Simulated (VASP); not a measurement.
# LiF (Fm-3m) in VASP: a series of runs, part 3 of 3

VASP 6.6.1.

### 4 Elastic constants, PBEsol

This run uses another cell than the first one, of 8.05 Å³/atom.

INCAR

```
  PREC = Accurate
  ENCUT = 600
  EDIFF = 1E-8
  ISMEAR = 0
  SIGMA = 0.01
  LREAL = F
  LASPH = T
  NELM = 80
  ALGO = Normal
  ISIF = 3
  LWAVE = F
  LCHARG = F
  GGA = PS
  NBANDS = 12
  IBRION = 6
  NFREE = 2
  POTIM = 0.015
  NSW = 1
```

KPOINTS

```
regular mesh
0
Gamma
  10 10 10
```

POSCAR

```
LiF
1.0
    0.0000000000      2.0039662102      2.0039662102
    2.0039662102      0.0000000000      2.0039662102
    2.0039662102      2.0039662102      0.0000000000
Li F
1 1
Direct
    0.0000000000      0.0000000000      0.0000000000
    0.5000000000      0.5000000000      0.5000000000
```

Potentials or basis: VASP PAW PBE potentials, release 64 (Li_sv, F).

On the command line:

```console
> cat potpaw_PBE.64/Li_sv/POTCAR potpaw_PBE.64/F/POTCAR > POTCAR
> mpirun -np 1 vasp_std > vasp.out
```

OUTCAR:

```text
PREC = Accurate
   ENCUT = 600
   EDIFF = 1E-8
   ISMEAR = 0
   LREAL = F
   LASPH = T
   NELM = 80
   ISIF = 3
   GGA = PS
   IBRION = 6
   NFREE = 2
   POTIM = 0.015
   NSW = 1

 ion  position               nearest neighbor table
   1  0.000  0.000  0.000-   2 2.00   2 2.00   2 2.00   2 2.00   2 2.00   2 2.00
   2  0.500  0.500  0.500-   1 2.00   1 2.00   1 2.00   1 2.00   1 2.00   1 2.00

  LATTYP: Found a face centered cubic cell.
 ALAT       =     4.0079324204

  Lattice vectors:

 A1 = (   0.0000000000,   2.0039662102,   2.0039662102)
 A2 = (   2.0039662102,   0.0000000000,   2.0039662102)
 A3 = (   2.0039662102,   2.0039662102,   0.0000000000)

Analysis of symmetry for initial positions (statically):
=====================================================================
 Subroutine PRICEL returns:
 Original cell was already a primitive cell.

 Routine SETGRP: Setting up the symmetry group for a
 face centered cubic supercell.

 Subroutine GETGRP returns: Found 48 space group operations
 (whereof 48 operations were pure point group operations)
 out of a pool of 48 trial point group operations.

The static configuration has the point symmetry O_h .

Analysis of symmetry for dynamics (positions and initial velocities):
=====================================================================
 Subroutine PRICEL returns:
 Original cell was already a primitive cell.

[... 726 lines left out ...]
  in kB       -4.8699611     -5.2396799     -5.2396799      0.0000000     -0.0000000     -0.0000000
  external PRESSURE =      -5.1164403 kB  Pullay stress =       0.0000000 kB
[... 17 lines left out ...]
  FREE ENERGIE OF THE ION-ELECTRON SYSTEM (eV)
  ---------------------------------------------------
  free  energy   TOTEN  =        -9.8550997572 eV

  energy  without entropy=       -9.8550997572  energy(sigma->0) =       -9.85509976

 INTERNAL STRAIN TENSORS FROM STRAINED CELLS
 ============================================

 INTERNAL STRAIN TENSOR FOR ION    1 for displacements in x,y,z  (eV/Angst):
          X           Y           Z          XY          YZ          ZX
  --------------------------------------------------------------------------------
  x     0.00000     0.00000    -0.00000     0.00000     0.00000     0.00000
  y     0.00000     0.00000     0.00000    -0.00000     0.00000     0.00000
  z    -0.00000    -0.00000     0.00000     0.00000    -0.00000     0.00000

 INTERNAL STRAIN TENSORS FROM DISPLACED ATOMS
 ============================================

 INTERNAL STRAIN TENSOR FOR ION    1 for displacements in x,y,z  (eV/Angst):
          X           Y           Z          XY          YZ          ZX
  --------------------------------------------------------------------------------
  x     0.00000     0.00000     0.00000     0.00000     0.00000     0.00000
  y     0.00000     0.00000     0.00000     0.00000     0.00000     0.00000
  z     0.00000     0.00000     0.00000     0.00000     0.00000     0.00000

 INTERNAL STRAIN TENSOR FOR ION    2 for displacements in x,y,z  (eV/Angst):
          X           Y           Z          XY          YZ          ZX
  --------------------------------------------------------------------------------
  x     0.00000     0.00000     0.00000     0.00000     0.00000     0.00000
  y     0.00000     0.00000     0.00000     0.00000     0.00000     0.00000
  z     0.00000     0.00000     0.00000     0.00000     0.00000     0.00000

 Eigenvectors and eigenvalues of the dynamical matrix
 ----------------------------------------------------

   1 f  =    9.289533 THz    58.367855 2PiTHz  309.865455 cm-1    38.418403 meV
             X         Y         Z           dx          dy          dz
      0.000000  0.000000  0.000000    -0.854799    0.000000    0.000000
      2.003966  2.003966  2.003966     0.518958    0.000000    0.000000
[... 21 lines left out ...]
   6 f/i=    0.002246 THz     0.014114 2PiTHz    0.074928 cm-1     0.009290 meV
             X         Y         Z           dx          dy          dz
      0.000000  0.000000  0.000000     0.000000   -0.326145   -0.403668
      2.003966  2.003966  2.003966     0.000000   -0.537207   -0.664899

--------------------------------------------------------------------------------------------------------

 ELASTIC MODULI CONTR FROM IONIC RELAXATION (kBar)
 Direction    XX          YY          ZZ          XY          YZ          ZX
 --------------------------------------------------------------------------------
 XX           0.0000      0.0000      0.0000      0.0000      0.0000      0.0000
 YY           0.0000      0.0000      0.0000      0.0000      0.0000      0.0000
 ZZ           0.0000      0.0000      0.0000      0.0000      0.0000      0.0000
 XY           0.0000      0.0000      0.0000      0.0000      0.0000      0.0000
 YZ           0.0000      0.0000      0.0000      0.0000      0.0000      0.0000
 ZX           0.0000      0.0000      0.0000      0.0000      0.0000      0.0000
 --------------------------------------------------------------------------------

 TOTAL ELASTIC MODULI (kBar)
 Direction    XX          YY          ZZ          XY          YZ          ZX
 --------------------------------------------------------------------------------
 XX        1271.5738    433.6956    433.6956     -0.0000     -0.0000     -0.0000
 YY         433.6956   1271.5738    433.6956      0.0000      0.0000      0.0000
 ZZ         433.6956    433.6956   1271.5738      0.0000      0.0000      0.0000
 XY          -0.0000      0.0000      0.0000    610.1748     -0.0000      0.0000
 YZ          -0.0000      0.0000      0.0000     -0.0000    610.1748      0.0000
 ZX          -0.0000      0.0000      0.0000      0.0000      0.0000    610.1748
 --------------------------------------------------------------------------------
```

OSZICAR:

```text
N       E                     dE             d eps       ncg     rms          rms(c)
DAV:   1     0.360869347290E+02    0.36087E+02   -0.58552E+03  1160   0.926E+02
DAV:   2    -0.900763587879E+01   -0.45095E+02   -0.43932E+02  1344   0.202E+02
DAV:   3    -0.102656817506E+02   -0.12580E+01   -0.12544E+01  1516   0.294E+01
DAV:   4    -0.102796412149E+02   -0.13959E-01   -0.13958E-01  1300   0.313E+00
[... 184 lines left out ...]
DAV:   4    -0.985509674190E+01    0.30081E-04   -0.18053E-04  2860   0.135E-01    0.128E-02
DAV:   5    -0.985509986871E+01   -0.31268E-05   -0.20524E-05  2788   0.370E-02    0.909E-03
DAV:   6    -0.985509978476E+01    0.83951E-07   -0.11970E-06  2900   0.135E-02    0.138E-03
DAV:   7    -0.985509976622E+01    0.18538E-07   -0.35712E-07  2912   0.499E-03    0.622E-04
DAV:   8    -0.985509975718E+01    0.90388E-08   -0.11645E-08  2348   0.112E-03
  17 F= -.98550998E+01 E0= -.98550998E+01  d E =-.220768E-92
```

stdout:

```text
POSCAR found type information on POSCAR LiF
 POSCAR found :  2 types and       2 ions
 scaLAPACK will be used
 -----------------------------------------------------------------------------
|                                                                             |
|                                                                             |
|     You enforced a specific xc type in the INCAR file but a different       |
|     I HOPE YOU KNOW WHAT YOU ARE DOING!                                     |
[... 32 lines left out ...]
 Finite differences progress:
 bond charge predicted
 Finite differences progress:
 bond charge predicted
 Finite differences progress:
 bond charge predicted
 Finite differences progress:
 bond charge predicted
 Finite differences progress:
 bond charge predicted
 Finite differences progress:
 bond charge predicted
 Finite differences progress:
```

It took 4.6 min on 1 thread of Intel Xeon Platinum 8488C (Sapphire Rapids), shared host; peak memory 0.23 GiB.

Results:

```
Elastic constants C11, C12, C44                         : 127, 43, 61 GPa
Voigt bulk modulus                                      : 71 GPa
Highest phonon frequency at Γ, LO-TO splitting left out : 310 cm⁻¹
```

Phonon frequencies in cm⁻¹ (negative: imaginary):
```tsv
q point	frequencies
(0.000, 0.000, 0.000)	0 0 0 310 310 310
```

Elastic tensor in Voigt notation (GPa, in the Cartesian axes of the cell as first typed):
```
127  43  43   0   0   0
 43 127  43   0   0   0
 43  43 127   0   0   0
  0   0   0  61   0   0
  0   0   0   0  61   0
  0   0   0   0   0  61
```

Clamped-ion elastic tensor (GPa):
```
127  43  43   0   0   0
 43 127  43   0   0   0
 43  43 127   0   0   0
  0   0   0  61   0   0
  0   0   0   0  61   0
  0   0   0   0   0  61
```

Caveat: the cutoff is under 1.25 times the usual one of these potentials, so pressure, stress and relaxed cells hold a basis-set (Pulay) error; the PAW data sets were made with another functional, which shifts forces and pressure a little.
